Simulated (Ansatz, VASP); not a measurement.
**One calculation of LuSi2, two programs**

```
CELL_PARAMETERS angstrom
3.73746 0.00000 0.00000
-1.86873 3.23674 0.00000
0.00000 0.00000 4.03645
ATOMIC_POSITIONS crystal
Lu 0.00000 0.00000 0.00000
Si 0.33333 0.66667 0.50000
Si 0.66667 0.33333 0.50000
```

Change from the starting cell: volume scaled by 0.99, crystal datasets.

Alike in both runs: task electric field gradients; functional PBEsol; k mesh 13 × 13 × 10; occupations fermi-dirac, width 0.05 eV; no spin polarisation.

|  | VASP | Ansatz |
| --- | --- | --- |
| version | VASP 6.6.1 | Ansatz 0.2.0 |
| potentials or method | VASP PAW PBE potentials, release 64 (Lu, Si), cutoff 520 eV | all-electron PAW with datasets made for the crystal, scalar-relativistic |

VASP gave:

* pressure (GPa): 15.2
* traceless stress, the component that is largest in VASP (GPa): -18.67
* size of Vzz on the site where it differs most (V/Å²): 6.8

Task: Which values does Ansatz return?

Result: Pressure (GPa): 14.7; traceless stress, the component that is largest in VASP (GPa): -18.64; size of Vzz on the site where it differs most (V/Å²): 1.4.

VASP's potentials were made for PBE, not for PBEsol. Ansatz ran all-electron here, and VASP with PAW potentials.

Spin-orbit coupling is off throughout.
